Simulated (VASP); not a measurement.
# NbRu3C (Pm-3m) in VASP: single point with LDA

Aim: the single point of NbRu3C with LDA.

All numbers are computed with VASP 6.6.1; they aren't measurements. Logs are shortened: lines on timing, memory, paths and dates and some standing lists are left out, and cuts for length are marked.

**1. The cell of the first run**

It takes space group Pm-3m (No. 221, cubic). The conventional cell has a = 3.986 Å, b = 3.986 Å, c = 3.986 Å, α = 90.00°, β = 90.00°, γ = 90.00°. Ru (site symmetry 4/mmm) has 2 C at 1.99 Å within 2.6 Å. Nb (site symmetry m-3m) has 12 Ru at 2.82 Å and 8 C at 3.45 Å within 3.7 Å. Within 2.6 Å of C (site symmetry m-3m) lie 6 Ru at 1.99 Å.

**2. Single point, LDA**

Input file INCAR:

```
PREC = Accurate
ENCUT = 700
EDIFF = 1E-6
ISMEAR = -1
SIGMA = 0.05
LREAL = F
LASPH = T
NELM = 120
ALGO = Normal
ISIF = 2
LWAVE = F
LCHARG = F
NBANDS = 40
GGA_COMPAT = F
```

Input file KPOINTS:

```
Automatic mesh
0
Gamma
  7 7 7
```

Input file POSCAR:

```
NbRu3C
1.0
    3.9855491923      0.0000000000      0.0000000000
    0.0000000000      3.9855491923      0.0000000000
    0.0000000000      0.0000000000      3.9855491923
Ru Nb C
3 1 1
Direct
    0.5000000000      0.5000000000      0.0000000000
    0.5000000000      0.0000000000      0.5000000000
    0.0000000000      0.5000000000      0.5000000000
    0.0000000000      0.0000000000      0.0000000000
    0.5000000000      0.5000000000      0.5000000000
```

Potentials or basis: VASP PAW LDA potentials, release 64 (Ru_sv, Nb_sv, C).

Run with:

```
$ cat potpaw_LDA.64/Ru_sv/POTCAR potpaw_LDA.64/Nb_sv/POTCAR potpaw_LDA.64/C/POTCAR > POTCAR
$ mpirun -np 1 vasp_std > vasp.out
```

OUTCAR:

```text
PREC = Accurate
   ENCUT = 700
   EDIFF = 1E-6
   ISMEAR = -1
   LREAL = F
   LASPH = T
   NELM = 120
   ISIF = 2

 ion  position               nearest neighbor table
   1  0.500  0.500  0.000-   5 1.99   5 1.99   4 2.82   4 2.82   4 2.82   4 2.82
   2  0.500  0.000  0.500-   5 1.99   5 1.99   4 2.82   4 2.82   4 2.82   4 2.82
   3  0.000  0.500  0.500-   5 1.99   5 1.99   4 2.82   4 2.82   4 2.82   4 2.82
   4  0.000  0.000  0.000-   1 2.82   2 2.82   3 2.82   2 2.82   3 2.82   1 2.82   3 2.82   3 2.82
                             1 2.82   2 2.82   2 2.82   1 2.82
   5  0.500  0.500  0.500-   1 1.99   2 1.99   3 1.99   1 1.99   2 1.99   3 1.99

  LATTYP: Found a simple cubic cell.
 ALAT       =     3.9855491923

  Lattice vectors:

 A1 = (   3.9855491923,   0.0000000000,   0.0000000000)
 A2 = (   0.0000000000,   3.9855491923,   0.0000000000)
 A3 = (   0.0000000000,   0.0000000000,   3.9855491923)

Analysis of symmetry for initial positions (statically):
=====================================================================
 Subroutine PRICEL returns:
 Original cell was already a primitive cell.

 Routine SETGRP: Setting up the symmetry group for a
 simple cubic supercell.

 Subroutine GETGRP returns: Found 48 space group operations
 (whereof 48 operations were pure point group operations)
 out of a pool of 48 trial point group operations.

The static configuration has the point symmetry O_h .

Analysis of symmetry for dynamics (positions and initial velocities):
=====================================================================
 Subroutine PRICEL returns:
 Original cell was already a primitive cell.

 Routine SETGRP: Setting up the symmetry group for a
 simple cubic supercell.

 Subroutine GETGRP returns: Found 48 space group operations
 (whereof 48 operations were pure point group operations)
 out of a pool of 48 trial point group operations.

The dynamic configuration has the point symmetry O_h .

 Subroutine INISYM returns: Found 48 space group operations
 (whereof 48 operations are pure point group operations),
 and found     1 'primitive' translations

----------------------------------------------------------------------------------------

                                     Primitive cell

  volume of cell :      63.3089

  direct lattice vectors                    reciprocal lattice vectors
     3.985549192  0.000000000  0.000000000     0.250906450  0.000000000  0.000000000
     0.000000000  3.985549192  0.000000000     0.000000000  0.250906450  0.000000000
     0.000000000  0.000000000  3.985549192     0.000000000  0.000000000  0.250906450

  length of vectors
     3.985549192  3.985549192  3.985549192     0.250906450  0.250906450  0.250906450

  position of ions in fractional coordinates (direct lattice)
     0.500000000  0.500000000  0.000000000
     0.500000000  0.000000000  0.500000000
     0.000000000  0.500000000  0.500000000
     0.000000000  0.000000000  0.000000000
     0.500000000  0.500000000  0.500000000

  ion indices of the primitive-cell ions
   primitive index   ion index
                 1           1
                 2           2
                 3           3
                 4           4
                 5           5

----------------------------------------------------------------------------------------

 KPOINTS: Automatic mesh

Automatic generation of k-mesh.
 Grid dimensions read from file:
 generate k-points for:    7    7    7

 Generating k-lattice:

  Cartesian coordinates                     Fractional coordinates (reciprocal lattice)
     0.035843779  0.000000000  0.000000000     0.142857143  0.000000000  0.000000000
     0.000000000  0.035843779  0.000000000     0.000000000  0.142857143  0.000000000
     0.000000000  0.000000000  0.035843779     0.000000000  0.000000000  0.142857143

  Length of vectors
     0.035843779  0.035843779  0.035843779

  Shift w.r.t. Gamma in fractional coordinates (k-lattice)
     0.000000000  0.000000000  0.000000000

 Subroutine IBZKPT returns following result:
 ===========================================

 Found     20 irreducible k-points:

 Following reciprocal coordinates:
            Coordinates               Weight
  0.000000  0.000000  0.000000      1.000000
  0.142857  0.000000  0.000000      6.000000
  0.285714  0.000000  0.000000      6.000000
  0.428571  0.000000  0.000000      6.000000
  0.142857  0.142857  0.000000     12.000000
  0.285714  0.142857  0.000000     24.000000
[... 12 lines left out ...]
  0.428571  0.428571  0.285714     24.000000
  0.428571  0.428571  0.428571      8.000000
   k-points           NKPTS =     20   k-points in BZ     NKDIM =     20   number of bands    NBANDS=     40
   number of dos      NEDOS =    301   number of ions     NIONS =      5
   total plane-waves  NPLWV =  46656
   dimension x,y,z NGX =    36 NGY =   36 NGZ =   36
   dimension x,y,z NGXF=    72 NGYF=   72 NGZF=   72
   ions per type =               3   1   1
   NGX,Y,Z   is equivalent  to a cutoff of  15.02, 15.02, 15.02 a.u.
   NGXF,Y,Z  is equivalent  to a cutoff of  30.03, 30.03, 30.03 a.u.
 SYSTEM =  unknown system
   PREC   = accura    normal or accurate (medium, high low for compatibility)
   ISTART =      0    job   : 0-new  1-cont  2-samecut
   ICHARG =      2    charge: 1-file 2-atom 10-const
   ISPIN  =      1    spin polarized calculation?
   LNONCOLLINEAR =      F non collinear calculations
   LSORBIT =      F    spin-orbit coupling
   LASPH  =      T    aspherical Exc in radial PAW
   ENCUT  =  700.0 eV  51.45 Ry    7.17 a.u.   8.60  8.60  8.60*2*pi/ulx,y,z
   NELM   =    120;   NELMIN=  2; NELMDL= -5     # of ELM steps
   EDIFF  = 0.1E-05   stopping-criterion for ELM
   LREAL  =      F    real-space projection
   EDIFFG = 0.1E-04   stopping-criterion for IOM
   NSW    =      0    number of steps for IOM
   IBRION =     -1    ionic relax: 0-MD 1-quasi-New 2-CG
   NFREE  =      0    steps in history (QN), initial steepest desc. (CG)
   ISIF   =      2    stress and relaxation
   ISYM   =      2    0-nonsym 1-usesym 2-fastsym
   POTIM  = 0.5000    time-step for ionic-motion
   TEBEG  =    0.0;   TEEND  =   0.0 temperature during run
   PSTRESS=    0.0 pullay stress
   NELECT =      65.0000    total number of electrons
   NUPDOWN=      -1.0000    fix difference up-down
   EMIN   =  10.00;   EMAX   =-10.00  energy-range for DOS
   EFERMI =   0.00;   METHOD = LEGACY
   ISMEAR =    -1;   SIGMA  =   0.05  broadening in eV -4-tet -1-fermi 0-gaus
   EFERMI_NEDOS =   21; number of points for ismear=-14 and -15
   IALGO  =     38    algorithm
   IMIX   =      4    mixing-type and parameters
     AMIX     =   0.40;   BMIX     =  1.00
     AMIX_MAG =   1.60;   BMIX_MAG =  1.00
  volume/ion in A,a.u.               =      12.66        85.45
  Fermi-wavevector in a.u.,A,eV,Ry     =   1.651548  3.120973 37.111382  2.727610
  Thomas-Fermi vector in A             =   2.740308
   LORBIT       =      0    0 simple, 1 ext, 2 COOP (PROOUT), +10 PAW based schemes
   GGA     = CA    functional components
   LHFCALC =     F    Hartree Fock is set to
   AEXX    =    0.0000 exact exchange contribution
   IVDW    =     0    specifies the selected vdW correction
   LEPSILON=     F    determine dielectric tensor
   LRPA    =     F    only Hartree local field effects (RPA)
 non-spin polarized calculation
  energy-cutoff  :      700.00
  volume of cell :       63.31
 maximum number of plane-waves:      2679
 NGX is ok and might be reduce to    36
   NGX = 17   NGY = 17   NGZ = 17

 number of electron      64.9999998 magnetization

 Free energy of the ion-electron system (eV)
  ---------------------------------------------------
  ext. energy  EPLUGINS =         0.00000000
  ---------------------------------------------------
  free energy    TOTEN  =       -53.77980310 eV

  energy without entropy =      -53.76060733  energy(sigma->0) =      -53.77020522

 E-fermi :  14.4306     XC(G=0): -14.0046

 val. band max:       14.3604600754   @ k =   0.4286   0.1429   0.1429
 cond. band min:      14.4451486627   @ k =   0.4286   0.1429   0.1429
 fundamental gap:      0.0846885873
 Fermi energy:        14.4306080875

 k-point     1 :       0.0000    0.0000    0.0000
  band No.  band energies     occupation
      1     -58.5634      2.00000
      2     -58.4557      2.00000
      3     -58.4557      2.00000
      4     -41.2054      2.00000
      5     -29.2757      2.00000
      6     -29.2757      2.00000
[... 32 lines left out ...]
     39      17.6481      0.00000
     40      17.6481      0.00000

 k-point     2 :       0.1429    0.0000    0.0000
  band No.  band energies     occupation
      1     -58.5587      2.00000
      2     -58.4605      2.00000
      3     -58.4557      2.00000
      4     -41.2056      2.00000
      5     -29.2679      2.00000
      6     -29.2679      2.00000
[... 32 lines left out ...]
     39      16.7395      0.00000
     40      17.6355      0.00000

 k-point     3 :       0.2857    0.0000    0.0000
  band No.  band energies     occupation
      1     -58.5459      2.00000
      2     -58.4733      2.00000
      3     -58.4557      2.00000
      4     -41.2061      2.00000
      5     -29.2498      2.00000
      6     -29.2498      2.00000
[... 32 lines left out ...]
     39      16.0403      0.00000
     40      17.6111      0.00000

 k-point     4 :       0.4286    0.0000    0.0000
  band No.  band energies     occupation
      1     -58.5307      2.00000
      2     -58.4885      2.00000
      3     -58.4556      2.00000
      4     -41.2064      2.00000
      5     -29.2345      2.00000
      6     -29.2345      2.00000
[... 32 lines left out ...]
     39      15.8612      0.00000
     40      17.5947      0.00000
[... 600 lines left out ...]
     39      16.9667      0.00000
     40      18.6667      0.00000

 k-point    19 :       0.4286    0.4286    0.2857
  band No.  band energies     occupation
      1     -58.4993      2.00000
      2     -58.4896      2.00000
      3     -58.4851      2.00000
      4     -41.2041      2.00000
      5     -29.5869      2.00000
      6     -29.0217      2.00000
[... 32 lines left out ...]
     39      16.7799      0.00000
     40      18.3007      0.00000

 k-point    20 :       0.4286    0.4286    0.4286
  band No.  band energies     occupation
      1     -58.4948      2.00000
      2     -58.4895      2.00000
      3     -58.4895      2.00000
      4     -41.2032      2.00000
      5     -29.6440      2.00000
      6     -28.9595      2.00000
[... 32 lines left out ...]
     39      17.1891      0.00000
     40      17.1891      0.00000

------------------------ aborting loop because EDIFF is reached ----------------------------------------

  FORCE on cell =-STRESS in cart. coord.  units (eV):
  Direction    XX          YY          ZZ          XY          YZ          ZX
  --------------------------------------------------------------------------------------
  -------------------------------------------------------------------------------------
  Total        0.1245131      0.1245131      0.1245131      0.0000000     -0.0000000      0.0000000
  in kB        3.1510917      3.1510917      3.1510917      0.0000000     -0.0000000      0.0000000
  external PRESSURE =       3.1510917 kB  Pullay stress =       0.0000000 kB

 VOLUME and BASIS-vectors are now :
 -----------------------------------------------------------------------------
  energy-cutoff  :      700.00
  volume of cell :       63.31
      direct lattice vectors                 reciprocal lattice vectors
     3.985549192  0.000000000  0.000000000     0.250906450  0.000000000  0.000000000
     0.000000000  3.985549192  0.000000000     0.000000000  0.250906450  0.000000000
     0.000000000  0.000000000  3.985549192     0.000000000  0.000000000  0.250906450

 POSITION                                       TOTAL-FORCE (eV/Angst)
 -----------------------------------------------------------------------------------
      1.99277      1.99277      0.00000         0.000000      0.000000      0.000000
      1.99277      0.00000      1.99277         0.000000      0.000000      0.000000
      0.00000      1.99277      1.99277         0.000000      0.000000      0.000000
      0.00000      0.00000      0.00000         0.000000      0.000000      0.000000
      1.99277      1.99277      1.99277         0.000000      0.000000      0.000000
 -----------------------------------------------------------------------------------
    total drift:                                0.000000      0.000000      0.000000

  FREE ENERGIE OF THE ION-ELECTRON SYSTEM (eV)
  ---------------------------------------------------
  free  energy   TOTEN  =       -53.7798031039 eV

  energy  without entropy=      -53.7606073312  energy(sigma->0) =      -53.77020522
```

Run time: 46 s. Hardware: 1 thread of AMD EPYC 9R45 (Zen 5), shared host; peak memory 0.18 GiB.

Results:

```yaml
Free_energy: -53.7798 eV
Pressure: 0.3 GPa
Band_gap_on_the_k_mesh: zero (an odd number of electrons rules out a gap without spin polarisation)
```

Levels at points of the mesh, in eV from the Fermi level:
```csv
k point,band 28,band 29,band 30,band 31,band 32,band 33,band 34,band 35,band 36,band 37
"(0.00, 0.00, 0.00)",-2.79,-2.79,-1.49,-1.49,0.70,0.74,0.74,0.74,2.01,2.01
```

The gap in the log of VASP goes by the Fermi energy; the results here count the filled bands.